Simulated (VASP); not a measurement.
Crystal: CdSe.

```
CELL_PARAMETERS angstrom
4.01935 0.00000 0.00000
-2.00968 3.48086 0.00000
0.00000 0.00000 6.65873
ATOMIC_POSITIONS crystal
Cd 0.00000 0.00000 0.00000
Cd 0.00000 0.00000 0.50000
Se 0.33333 0.66667 0.25000
Se 0.66667 0.33333 0.75000
```

Base run:

- Program: VASP 6.6.1
- Functional: r2SCAN
- Potentials or basis: VASP PAW PBE potentials, release 64 (Cd, Se)
- Cutoff: 520 eV
- k mesh: 6 × 6 × 4
- Occupations: fermi-dirac, width 0.02 eV
- Spin: no spin polarisation

Its results: band gap on the k mesh 0.52 eV, indirect (least direct gap 0.56 eV); pressure 0.4 GPa.

**Question.** The run is repeated on the same cell with these changes: functional from r2SCAN to PBE. What comes out?

**Answer.** Band gap on the k mesh zero (band 18 reaches 2.46 eV, above the bottom of band 19 at 2.43 eV); pressure 2.2 GPa.

r2SCAN gives the wider gap, since meta-GGAs in the generalised Kohn-Sham scheme recover part of the derivative discontinuity.

Caveats: the PAW data sets were made with another functional, which shifts forces and pressure a little (some runs).

A k mesh can miss the band edges.
